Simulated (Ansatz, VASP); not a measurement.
CoSi in VASP and in Ansatz

The input INCAR:

```
SYSTEM = CoSi
PREC = Accurate
ENCUT = 520
EDIFF = 1E-7
ISMEAR = -1
SIGMA = 0.03
LREAL = .FALSE.
LASPH = .TRUE.
NELM = 150
ALGO = Normal
ISIF = 2
LWAVE = .FALSE.
LCHARG = .FALSE.
ISPIN = 2
MAGMOM = 0.5 0
LORBIT = 11
LMAXMIX = 4
GGA = PE
NBANDS = 18
```

The input KPOINTS:

```
regular mesh
0
G
  14 14 14
  0 0 0
```

POSCAR

```
CoSi
1.0
    2.6346693552      0.0000000000      0.0000000000
    0.0000000000      2.6346693552      0.0000000000
    0.0000000000      0.0000000000      2.6346693552
Co Si
1 1
Direct
    0.0000000000      0.0000000000      0.0000000000
    0.5000000000      0.5000000000      0.5000000000
```

Input for Ansatz:

```yaml
crystal:
  lattice:
    - [2.6346693552, 0.0, 0.0]
    - [0.0, 2.6346693552, 0.0]
    - [0.0, 0.0, 2.6346693552]
  atoms:
    - { symbol: Co, position: [0.0, 0.0, 0.0], spin: 0.5 }
    - { symbol: Si, position: [0.5, 0.5, 0.5] }
magnetization:
  spin_polarized: true
kpoints:
  mp_grid: { grid: [14, 14, 14] }
scf:
  occupations: { method: fermi_dirac, width: 0.03 }
  lower_state_search: "off"
hamiltonian:
  xc: pbe
  pseudopotentials: { kind: paw }
output:
  forces: true
  stress: true
  eigenvalues: true
```

Change from the starting cell: volume scaled by 0.85, start moments a quarter as large, PAW files.

Alike in both runs: task single point; functional PBE; k mesh 14 × 14 × 14; occupations fermi-dirac, width 0.03 eV; collinear spin.

|  | VASP | Ansatz |
| --- | --- | --- |
| version | VASP 6.6.1 | Ansatz 0.2.0 |
| potentials or method | VASP PAW PBE potentials, release 64 (Co, Si) | PAW with Ansatz's default frozen-core files, scalar-relativistic |
| plane-wave cutoff (eV) | 520 | 420 |
| valence electrons in the cell | 13 | 21 |

VASP gave:

- pressure (GPa): 49.8
- net moment per atom (μB): 0.10
- size of the moment on the site where the two differ most (μB): 0.19

Which values does Ansatz return?

Pressure (GPa): 49.7; net moment per atom (μB): 0.11; size of the moment on the site where the two differ most (μB): 0.21.

Site moments also hang on the region over which each program counts them. Both programs put the cell under a high pressure, so it lies far from rest at this level. VASP's potentials hold 13 valence electrons a cell and Ansatz's 21, so a difference there can come from the potentials and not from the codes.
